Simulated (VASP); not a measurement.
Input of a VASP 6.6.1 run:

The input INCAR:

```
SYSTEM = ZnO
PREC = Accurate ; ENCUT = 600
EDIFF = 1E-7 ; ISMEAR = 0
SIGMA = 0.02 ; LREAL = .False.
LASPH = .True. ; NELM = 80
ALGO = Normal ; ISIF = 3
LWAVE = .False. ; LCHARG = .False.
GGA = PE ; IBRION = 2
NSW = 100 ; EDIFFG = -0.01
```

File KPOINTS:

```
regular mesh
0
Gamma
  6 6 8
  0 0 0
```

File POSCAR:

```
ZnO
1.0
    4.3379794093      0.0000000000      0.0000000000
   -2.1689897046      3.7568003695      0.0000000000
    0.0000000000      0.0000000000      3.4556933879
Zn O
1 1
Direct
    0.0000000000      0.0000000000      0.0000000000
    0.0000000000      0.0000000000      0.5000000000
```

Potentials or basis: VASP PAW PBE potentials, release 64 (Zn, O).

Run with:

```sh
$ cat potpaw_PBE.64/Zn/POTCAR potpaw_PBE.64/O/POTCAR > POTCAR
$ mpirun -np 1 vasp_std > vasp.out
```

Question: Estimate the relaxed cell.

Answer: a = 4.764 Å, b = 4.764 Å, c = 3.472 Å, α = 90.00°, β = 90.00°, γ = 120.00°.

Question: Estimate the space group after relaxing (to 0.05 Å).

Answer: P6/mmm (No. 191).

Final structure:
```
Zn O
1.0
     4.76408    0.00000    0.00000
    -2.38204    4.12582    0.00000
     0.00000    0.00000    3.47213
Zn O
1 1
Direct
  0.00000 0.00000 0.00000
  0.00000 0.00000 0.50000
```
